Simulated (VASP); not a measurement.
# Ta (Im-3m) in VASP: notebook

The runs below take Ta through single point, with LDA.

All numbers are computed with VASP 6.6.1; they aren't measurements. Logs are shortened: lines on timing, memory, paths and dates and some standing lists are left out, and cuts for length are marked.

### Step 1. The cell of the first run

Symmetry: Im-3m, No. 229, cubic system. The conventional cell has a = 3.253 Å, b = 3.253 Å, c = 3.253 Å, α = 90.00°, β = 90.00°, γ = 90.00°. Ta (site symmetry m-3m) has 14 Ta at 2.82 to 3.25 Å within 3.7 Å.

### Step 2. Single point, LDA

POSCAR

```
Ta
1.0
   -1.6264534531      1.6264534531      1.6264534531
    1.6264534531     -1.6264534531      1.6264534531
    1.6264534531      1.6264534531     -1.6264534531
Ta
1
Direct
    0.0000000000      0.0000000000      0.0000000000
```

INCAR.step1

```
PREC = Accurate ; ENCUT = 520
EDIFF = 1E-7 ; ISMEAR = 0
SIGMA = 0.05 ; LREAL = F
LASPH = T ; NELM = 60
ALGO = Normal ; ISIF = 2
LWAVE = F ; LCHARG = T
LMAXMIX = 4 ; NBANDS = 12
```

KPOINTS.step1

```
Automatic mesh
0
Gamma
  18 18 18
```

INCAR.step2

```
PREC = Accurate ; ENCUT = 520
EDIFF = 1E-7 ; ISMEAR = -5
SIGMA = 0.05 ; LREAL = F
LASPH = T ; NELM = 60
ALGO = Normal ; ISIF = 2
LWAVE = F ; LCHARG = F
LMAXMIX = 4 ; LORBIT = 10
NEDOS = 2001 ; ICHARG = 11
```

KPOINTS.step2

```
Automatic mesh
0
Gamma
  27 27 27
```

Potentials or basis: VASP PAW LDA potentials, release 64 (Ta_pv).

Started as:

```sh
$ cat potpaw_LDA.64/Ta_pv/POTCAR > POTCAR
$ cp INCAR.step1 INCAR
$ cp KPOINTS.step1 KPOINTS
$ mpirun -np 1 vasp_std > vasp.out
$ cp INCAR.step2 INCAR
$ cp KPOINTS.step2 KPOINTS
$ mpirun -np 1 vasp_std > vasp.out
```

OUTCAR:

```text
PREC = Accurate
   ENCUT = 520
   EDIFF = 1E-7
   ISMEAR = -5
   LREAL = F
   LASPH = T
   NELM = 60
   ISIF = 2
   LORBIT = 10
   ICHARG = 11

 ion  position               nearest neighbor table
   1  0.000  0.000  0.000-

  LATTYP: Found a body centered cubic cell.
 ALAT       =     3.2529069062

  Lattice vectors:

 A1 = (  -1.6264534531,   1.6264534531,   1.6264534531)
 A2 = (   1.6264534531,  -1.6264534531,   1.6264534531)
 A3 = (   1.6264534531,   1.6264534531,  -1.6264534531)

Analysis of symmetry for initial positions (statically):
=====================================================================
 Subroutine PRICEL returns:
 Original cell was already a primitive cell.

 Routine SETGRP: Setting up the symmetry group for a
 body centered cubic supercell.

 Subroutine GETGRP returns: Found 48 space group operations
 (whereof 48 operations were pure point group operations)
 out of a pool of 48 trial point group operations.

The static configuration has the point symmetry O_h .

Analysis of symmetry for dynamics (positions and initial velocities):
=====================================================================
 Subroutine PRICEL returns:
 Original cell was already a primitive cell.

 Routine SETGRP: Setting up the symmetry group for a
 body centered cubic supercell.

 Subroutine GETGRP returns: Found 48 space group operations
 (whereof 48 operations were pure point group operations)
 out of a pool of 48 trial point group operations.

The dynamic configuration has the point symmetry O_h .

 Subroutine INISYM returns: Found 48 space group operations
 (whereof 48 operations are pure point group operations),
 and found     1 'primitive' translations

----------------------------------------------------------------------------------------

                                     Primitive cell

  volume of cell :      17.2102

  direct lattice vectors                    reciprocal lattice vectors
    -1.626453453  1.626453453  1.626453453     0.000000000  0.307417344  0.307417344
     1.626453453 -1.626453453  1.626453453     0.307417344  0.000000000  0.307417344
     1.626453453  1.626453453 -1.626453453     0.307417344  0.307417344  0.000000000

  length of vectors
     2.817100017  2.817100017  2.817100017     0.434753777  0.434753777  0.434753777

  position of ions in fractional coordinates (direct lattice)
     0.000000000  0.000000000  0.000000000

  ion indices of the primitive-cell ions
   primitive index   ion index
                 1           1

----------------------------------------------------------------------------------------

 KPOINTS: Automatic mesh

Automatic generation of k-mesh.
 Grid dimensions read from file:
 generate k-points for:   27   27   27

 Generating k-lattice:

  Cartesian coordinates                     Fractional coordinates (reciprocal lattice)
     0.000000000  0.011385828  0.011385828     0.037037037  0.000000000  0.000000000
     0.011385828  0.000000000  0.011385828     0.000000000  0.037037037  0.000000000
     0.011385828  0.011385828  0.000000000     0.000000000  0.000000000  0.037037037

  Length of vectors
     0.016101992  0.016101992  0.016101992

  Shift w.r.t. Gamma in fractional coordinates (k-lattice)
     0.000000000  0.000000000  0.000000000

 TETIRR: Found  23679 inequivalent tetrahedra from   118098

 Subroutine IBZKPT returns following result:
 ===========================================

 Found    560 irreducible k-points:

 Following reciprocal coordinates:
            Coordinates               Weight
  0.000000  0.000000  0.000000      1.000000
  0.037037  0.000000  0.000000     12.000000
  0.074074  0.000000  0.000000     12.000000
  0.111111  0.000000  0.000000     12.000000
  0.148148  0.000000  0.000000     12.000000
  0.185185  0.000000  0.000000     12.000000
[... 16 lines left out ...]
  0.333333  0.037037 -0.000000     48.000000
  0.370370  0.037037  0.000000     48.000000
 [... further k-points ...]
   k-points           NKPTS =    560   k-points in BZ     NKDIM =    560   number of bands    NBANDS=      9
   number of dos      NEDOS =   2001   number of ions     NIONS =      1
   total plane-waves  NPLWV =  13824
   dimension x,y,z NGX =    24 NGY =   24 NGZ =   24
   dimension x,y,z NGXF=    48 NGYF=   48 NGZF=   48
   ions per type =               1
   NGX,Y,Z   is equivalent  to a cutoff of  14.16, 14.16, 14.16 a.u.
   NGXF,Y,Z  is equivalent  to a cutoff of  28.33, 28.33, 28.33 a.u.
 SYSTEM =  unknown system
   PREC   = accura    normal or accurate (medium, high low for compatibility)
   ISTART =      0    job   : 0-new  1-cont  2-samecut
   ICHARG =     11    charge: 1-file 2-atom 10-const
   ISPIN  =      1    spin polarized calculation?
   LNONCOLLINEAR =      F non collinear calculations
   LSORBIT =      F    spin-orbit coupling
   LASPH  =      T    aspherical Exc in radial PAW
   ENCUT  =  520.0 eV  38.22 Ry    6.18 a.u.   5.24  5.24  5.24*2*pi/ulx,y,z
   NELM   =     60;   NELMIN=  2; NELMDL=  0     # of ELM steps
   EDIFF  = 0.1E-06   stopping-criterion for ELM
   LREAL  =      F    real-space projection
   EDIFFG = 0.1E-05   stopping-criterion for IOM
   NSW    =      0    number of steps for IOM
   IBRION =     -1    ionic relax: 0-MD 1-quasi-New 2-CG
   NFREE  =      0    steps in history (QN), initial steepest desc. (CG)
   ISIF   =      2    stress and relaxation
   ISYM   =      2    0-nonsym 1-usesym 2-fastsym
   POTIM  = 0.5000    time-step for ionic-motion
   TEBEG  =    0.0;   TEEND  =   0.0 temperature during run
   PSTRESS=    0.0 pullay stress
   NELECT =      11.0000    total number of electrons
   NUPDOWN=      -1.0000    fix difference up-down
   EMIN   =  10.00;   EMAX   =-10.00  energy-range for DOS
   EFERMI =   0.00;   METHOD = LEGACY
   ISMEAR =    -5;   SIGMA  =   0.05  broadening in eV -4-tet -1-fermi 0-gaus
   EFERMI_NEDOS =   21; number of points for ismear=-14 and -15
   IALGO  =     38    algorithm
   IMIX   =      4    mixing-type and parameters
     AMIX     =   0.40;   BMIX     =  1.00
     AMIX_MAG =   1.60;   BMIX_MAG =  1.00
  volume/ion in A,a.u.               =      17.21       116.14
  Fermi-wavevector in a.u.,A,eV,Ry     =   1.410189  2.664871 27.057007  1.988634
  Thomas-Fermi vector in A             =   2.532169
   LORBIT       =     10    0 simple, 1 ext, 2 COOP (PROOUT), +10 PAW based schemes
   GGA     = CA    functional components
   LHFCALC =     F    Hartree Fock is set to
   AEXX    =    0.0000 exact exchange contribution
   IVDW    =     0    specifies the selected vdW correction
   LEPSILON=     F    determine dielectric tensor
   LRPA    =     F    only Hartree local field effects (RPA)
 non-spin polarized calculation
 Fermi weights with tetrahedron method with Bloechl corrections
  energy-cutoff  :      520.00
  volume of cell :       17.21
 maximum number of plane-waves:       476
 NGX is ok and might be reduce to    24

 number of electron      11.0000000 magnetization

 Free energy of the ion-electron system (eV)
  ---------------------------------------------------
  ext. energy  EPLUGINS =         0.00000000
  ---------------------------------------------------
  free energy    TOTEN  =       -12.82765987 eV

  energy without entropy =      -12.82765987  energy(sigma->0) =      -12.82765987

 E-fermi :   5.7674     XC(G=0): -13.0289

 val. band max:        5.8021873057   @ k =  -0.2222   0.2222   0.1111
 cond. band min:       5.7821032820   @ k =  -0.4074   0.4074   0.1852
 fundamental gap:     -0.0200840237
 Fermi energy:         5.7673681276

 k-point     1 :       0.0000    0.0000    0.0000
  band No.  band energies     occupation
      1     -26.9386      2.00000
      2     -26.9386      2.00000
      3     -26.9386      2.00000
      4      -2.2283      2.00000
      5       6.4491      0.00000
      6       6.4491      0.00000
      7       6.4491      0.00000
      8       9.8732      0.00000
      9       9.8732      0.00000

 k-point     2 :       0.0370    0.0000    0.0000
  band No.  band energies     occupation
      1     -26.9592      2.00000
      2     -26.9448      2.00000
      3     -26.9387      2.00000
      4      -2.1624      2.00000
      5       6.4060      0.00000
      6       6.4386      0.00000
      7       6.5132      0.00000
      8       9.7986      0.00000
      9       9.8729      0.00000

 k-point     3 :       0.0741    0.0000    0.0000
  band No.  band energies     occupation
      1     -27.0197      2.00000
      2     -26.9631      2.00000
      3     -26.9391      2.00000
      4      -1.9679      2.00000
      5       6.2817      0.00000
      6       6.4000      0.00000
      7       6.7049      0.00000
      8       9.6077      0.00000
      9       9.8739      0.00000

 k-point     4 :       0.1111    0.0000    0.0000
  band No.  band energies     occupation
      1     -27.1158      2.00000
      2     -26.9925      2.00000
      3     -26.9397      2.00000
      4      -1.6549      2.00000
      5       6.0899     -0.00443
      6       6.3154      0.00000
      7       7.0213      0.00000
      8       9.3811      0.00000
      9       9.8808      0.00000

 k-point     5 :       0.1481    0.0000    0.0000
  band No.  band energies     occupation
      1     -27.2409      2.00000
      2     -27.0311      2.00000
      3     -26.9406      2.00000
      4      -1.2412      2.00000
      5       5.8493      0.22493
      6       6.1687      0.00000
      7       7.4581      0.00000
      8       9.2060      0.00000
      9       9.9004      0.00000

 k-point     6 :       0.1852    0.0000    0.0000
  band No.  band energies     occupation
      1     -27.3869      2.00000
      2     -27.0768      2.00000
      3     -26.9416      2.00000
      4      -0.7532      2.00000
      5       5.5798      2.07517
      6       5.9693     -0.05451
      7       8.0086      0.00000
      8       9.1369      0.00000
      9       9.9397      0.00000
[... 169 lines left out ...]
 k-point    21 :       0.2593    0.0370    0.0000
  band No.  band energies     occupation
      1     -27.7877      2.00000
      2     -27.2051      2.00000
      3     -26.9524      2.00000
      4       0.5487      2.00000
      5       4.8987      2.00000
      6       5.5718      2.00350
      7       9.3039      0.00000
      8       9.8967      0.00000
      9      10.2267      0.00000

 k-point    22 :       0.2963    0.0370   -0.0000
  band No.  band energies     occupation
      1     -27.9345      2.00000
      2     -27.2552      2.00000
      3     -26.9537      2.00000
      4       0.9151      2.00000
      5       4.6601      2.00000
      6       5.6855      1.78665
      7       9.4960      0.00000
      8      10.3515      0.00000
      9      10.7460      0.00000

 k-point    23 :       0.3333    0.0370   -0.0000
  band No.  band energies     occupation
      1     -28.0647      2.00000
      2     -27.3001      2.00000
      3     -26.9549      2.00000
      4       1.1386      2.00000
      5       4.4549      2.00000
      6       6.0053     -0.10746
      7       9.6778      0.00000
      8      10.4878      0.00000
      9      11.6297      0.00000

 k-point    24 :       0.3704    0.0370    0.0000
  band No.  band energies     occupation
      1     -28.1723      2.00000
      2     -27.3376      2.00000
      3     -26.9559      2.00000
      4       1.2375      2.00000
      5       4.2895      2.00000
      6       6.4843     -0.00343
      7       9.8042      0.00000
      8      10.6297      0.00000
      9      12.4979      0.00000

 [... further k-points ...]
[... 5 lines left out ...]
  --------------------------------------------------------------------------------------
  -------------------------------------------------------------------------------------
  Total        0.1026698      0.1026698      0.1026698     -0.0000000     -0.0000000      0.0000000
  in kB        9.5580330      9.5580330      9.5580330     -0.0000000     -0.0000000      0.0000000
  external PRESSURE =       9.5580330 kB  Pullay stress =       0.0000000 kB

 VOLUME and BASIS-vectors are now :
 -----------------------------------------------------------------------------
  energy-cutoff  :      520.00
  volume of cell :       17.21
      direct lattice vectors                 reciprocal lattice vectors
    -1.626453453  1.626453453  1.626453453     0.000000000  0.307417344  0.307417344
     1.626453453 -1.626453453  1.626453453     0.307417344  0.000000000  0.307417344
     1.626453453  1.626453453 -1.626453453     0.307417344  0.307417344  0.000000000

 POSITION                                       TOTAL-FORCE (eV/Angst)
 -----------------------------------------------------------------------------------
      0.00000      0.00000      0.00000         0.000000      0.000000      0.000000
 -----------------------------------------------------------------------------------
    total drift:                               -0.000000      0.000000     -0.000000

  FREE ENERGIE OF THE ION-ELECTRON SYSTEM (eV)
  ---------------------------------------------------
  free  energy   TOTEN  =       -12.8276598734 eV

  energy  without entropy=      -12.8276598734  energy(sigma->0) =      -12.82765987

 total charge

# of ion       s       p       d       tot
------------------------------------------
    1        0.382   6.173   2.491   9.046
```

It took 94 s on 1 thread of AMD EPYC 7R43 (Zen 3), shared host; peak memory 0.2 GiB.

Results:

```yaml
Valence_electrons_inside_the_program's_atomic_spheres: Ta 9.05
```

Levels at points of the mesh, in eV from the Fermi level:
```
           k point  band 4  band 5  band 6  band 7  band 8  band 9
(0.00, 0.00, 0.00)   -8.00    0.68    0.68    0.68    4.11    4.11
```

Caveat: spin-orbit coupling is left out, which moves the levels of the heavy elements.

### Step 3. Single point, LDA

POSCAR is that of step 2.

INCAR.step1

```
PREC = Accurate ; ENCUT = 400
EDIFF = 1E-6 ; ISMEAR = 0
SIGMA = 0.05 ; LREAL = F
LASPH = T ; NELM = 120
ALGO = Normal ; ISIF = 2
LWAVE = F ; LCHARG = T
LMAXMIX = 4 ; NBANDS = 12
GGA_COMPAT = F ; NEDOS = 2001
LORBIT = 11
```

KPOINTS.step1 is that of step 2.

INCAR.step2

```
PREC = Accurate ; ENCUT = 400
EDIFF = 1E-6 ; ISMEAR = -5
SIGMA = 0.05 ; LREAL = F
LASPH = T ; NELM = 120
ALGO = Normal ; ISIF = 2
LWAVE = F ; LCHARG = F
LMAXMIX = 4 ; LORBIT = 10
NEDOS = 2001 ; ICHARG = 11
GGA_COMPAT = F
```

KPOINTS.step2 is that of step 2.

Potentials or basis: VASP PAW LDA potentials, release 64 (Ta_sv_GW).

Started as:

```sh
$ cat potpaw_LDA.64/Ta_sv_GW/POTCAR > POTCAR
$ cp INCAR.step1 INCAR
$ cp KPOINTS.step1 KPOINTS
$ mpirun -np 1 vasp_std > vasp.out
$ cp INCAR.step2 INCAR
$ cp KPOINTS.step2 KPOINTS
$ mpirun -np 1 vasp_std > vasp.out
```

Wall time 41 s (1 thread of Intel Xeon Platinum 8488C (Sapphire Rapids), shared host); peak memory 0.22 GiB.

Results (log left out):

```
Valence electrons inside the program's atomic spheres : Ta 12.30
```

Levels at points of the mesh, in eV from the Fermi level:
```csv
k point,band 4,band 5,band 6,band 7,band 8,band 9,band 10
"(0.00, 0.00, 0.00)",-32.72,-7.98,0.67,0.67,0.67,4.09,4.09
```

Caveat: spin-orbit coupling is left out, which moves the levels of the heavy elements.
